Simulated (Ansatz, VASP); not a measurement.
## GaP: VASP beside Ansatz

```xyz
2
Lattice="0.0000 2.7252 2.6435 2.7252 0.0000 2.6435 2.7252 2.7252 0.0000" Properties=species:S:1:pos:R:3 pbc="T T T"
Ga    0.0000    0.0000    0.0000
P     4.0879    4.0879    3.9652
```

Change from the starting cell: zz strain of -3 %, crystal datasets.

Alike in both runs: task electric field gradients; functional PBE; k mesh 10 × 10 × 10; occupations fermi-dirac, width 0.05 eV; no spin polarisation.

|  | VASP | Ansatz |
| --- | --- | --- |
| version | VASP 6.6.1 | Ansatz 0.2.0 |
| potentials or method | VASP PAW PBE potentials, release 64 (Ga_d, P), cutoff 520 eV | all-electron PAW with datasets made for the crystal, scalar-relativistic |

Ansatz gave:

| Quantity | Value |
| --- | --- |
| pressure (GPa) | 5.3 |
| traceless stress, the component that is largest in VASP (GPa) | 1.40 |
| size of Vzz on the site where it differs most (V/Å²) | 6.4 |

Problem. Which values does VASP return?

Solution. Pressure (GPa): 5.3; traceless stress, the component that is largest in VASP (GPa): 1.40; size of Vzz on the site where it differs most (V/Å²): 5.4.

Ansatz ran all-electron here, and VASP with PAW potentials.
